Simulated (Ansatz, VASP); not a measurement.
# One calculation of C, two programs

```
C
1.0
     0.00000    1.92910    1.70397
     1.66424    0.00000    1.70397
     1.66424    1.92910    0.00000
C
2
Direct
  0.50000 0.50000 0.50000
  0.75000 0.75000 0.75000
```

Change from the starting cell: strain +e along x and -e along y -0.0750, strain +e along z and -e/2 along x and y -0.0350.

Alike in both runs: task single point; functional LDA; k mesh 12 × 12 × 12; occupations gaussian, width 0.05 eV; no spin polarisation.

```csv
,VASP,Ansatz
version,VASP 6.6.1,Ansatz 0.2.0
potentials or method,"VASP PAW LDA potentials, release 64 (C_h), cutoff 910 eV","scalar-relativistic, plane waves, PAW"
valence electrons in the cell,8,8
```

```csv
,VASP,Ansatz,Ansatz less VASP
gap on the k mesh at the Fermi level (eV),2.05,2.06,+0.010
least direct gap on the mesh (eV),4.19,4.18,-0.002
```

Ansatz warns that its potentials were made for another functional, while VASP's fit it. LDA's correlation is that of Perdew and Zunger in VASP and of Perdew and Wang (1992) in Ansatz.

Noted on VASP's run: the cutoff is short for stress, so the pressure is rough.
